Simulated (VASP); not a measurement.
Write the native input for VASP 6.6.1 that does the following.

* Task: single point
* Functional: PBE
* Potentials or basis: VASP PAW PBE potentials, release 64 (Mo_sv)
* Cutoff: 520 eV
* k mesh: 18 × 18 × 18
* Occupations: fermi-dirac, width 0.05 eV
* Spin: no spin polarisation
* Dipole correction: no
* Further INCAR settings: ALGO = Normal; EDIFF = 1e-06; NBANDS = 21

The structure of Mo lies in POSCAR:

```
Mo
1.0
   -2.3244626688      2.3244626688      1.2188270478
    2.3244626688     -2.3244626688      1.2188270478
    2.3244626688      2.3244626688     -1.2188270478
Mo
2
Direct
   -0.3750000000     -0.1250000000     -0.2500000000
    0.3750000000      0.1250000000      0.2500000000
```

The input as run:

INCAR

```
PREC     = Accurate       # precision mode
ENCUT    = 520            # plane-wave cutoff, eV
EDIFF    = 1E-6           # SCF threshold, eV
ISMEAR   = -1             # smearing method
SIGMA    = 0.05           # smearing width, eV
LREAL    = F              # projectors in reciprocal space
LASPH    = T              # aspherical terms in the spheres
NELM     = 60             # most SCF steps
ALGO     = Normal         # electronic algorithm
ISIF     = 2              # what is computed and relaxed
LWAVE    = F              # write WAVECAR
LCHARG   = F              # write CHGCAR
GGA      = PE             # functional
NBANDS   = 21             # bands
```

KPOINTS

```
Automatic mesh
0
Gamma
  18 18 18
```

Potentials or basis: VASP PAW PBE potentials, release 64 (Mo_sv).

The run is started by

```sh
$ cat potpaw_PBE.64/Mo_sv/POTCAR > POTCAR
$ mpirun -np 1 vasp_std > vasp.out
```

It gave:

The pressure is 86.2 GPa and the band gap on the k mesh is zero (bands 14 and 15 overlap by 3.77 eV).

Caveat: the cell stands under pressure.

It took 10 min on 1 thread of Intel Xeon 8259CL (shared host), peak memory 0.32 GiB.
